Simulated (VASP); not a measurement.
# ZnSe: G0W0 quasiparticle levels with PBE

Crystal: ZnSe.

```
CELL_PARAMETERS angstrom
0.00000 2.97404 2.65904
2.97404 0.00000 2.65904
2.97404 2.97404 0.00000
ATOMIC_POSITIONS crystal
Zn 0.00000 0.00000 0.00000
Se 0.25000 0.25000 0.25000
```

```
Program                         : VASP 6.6.1
Task                            : G0W0 quasiparticle levels
Functional                      : PBE
Potentials or basis             : VASP PAW PBE potentials, release 64 (Zn_GW, Se_GW)
Cutoff                          : 500 eV
k mesh                          : 4 × 4 × 4
Occupations                     : gaussian, width 0.01 eV
Spin                            : no spin polarisation
Dipole correction               : no
GW scheme                       : G0W0
GW iterations                   : 1
Cutoff of the response function : 150
Frequency points                : 96
Empty bands                     : 196
Further INCAR settings          : ALGO = EVGW0; EDIFF = 1e-08; NBANDS = 205
```

```
Quasiparticle gap                                   : 1.93 eV
Least direct quasiparticle gap                      : 1.93 eV
Band gap of the starting levels on the mesh         : 0.88 eV
Least direct gap of the starting levels on the mesh : 0.88 eV
```

It took 6.2 min on 1 thread of Intel(R) Xeon(R) Platinum 8559C (Emerald Rapids) (shared host), peak memory 0.6 GiB.

Caveat: the k points lie up to 0.48 Å⁻¹ apart; bands, screening cutoff and mesh are small and nothing is extrapolated, so the quasiparticle values aren't converged.
